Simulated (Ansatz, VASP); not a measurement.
**One calculation of YPtC2N2, two programs**

```
CELL_PARAMETERS angstrom
4.01066 0.00000 0.00000
1.56318 4.27080 0.00000
0.64090 1.97383 8.36503
ATOMIC_POSITIONS crystal
Y 0.50000 0.50000 0.50000
Pt 0.00000 0.00000 0.00000
C 0.18095 0.81905 0.81905
C 0.81905 0.18095 0.18095
N 0.29139 0.70861 0.70861
N 0.70861 0.29139 0.29139
```

Alike in both runs: task single point; functional PBE; k mesh 4 × 4 × 2; occupations gaussian, width 0.1 eV; no spin polarisation.

|  | VASP | Ansatz |
| --- | --- | --- |
| version | VASP 6.6.1 | Ansatz 0.2.0 |
| potentials or method | VASP PAW PBE potentials, release 64 (Y_sv, Pt_sv_GW, C, N), cutoff 700 eV | scalar-relativistic, plane waves, PAW |
| valence electrons in the cell | 47 | 47 |

Ansatz gave:

| Quantity | Value |
| --- | --- |
| gap on the k mesh at the Fermi level (eV) | none |
| pressure (GPa) | 1.5 |
| traceless stress, the component that is largest in VASP (GPa) | 4.15 |
| rms of the force components (eV/Å) | 1.032 |

Question: What did VASP give for the same quantities?

Answer: gap on the k mesh at the Fermi level (eV): none; pressure (GPa): 1.7; traceless stress, the component that is largest in VASP (GPa): 4.53; rms of the force components (eV/Å): 1.193.

Atom by atom the forces differ by 0.163 eV/Å (rms over components). A gap of «none» marks a metal or a gap that the smearing closes.

The k mesh is coarse, so the values compare programs but aren't converged. Spin-orbit coupling is off throughout. Noted on VASP's run: the standard files for N, O and F lose accuracy on very short bonds.
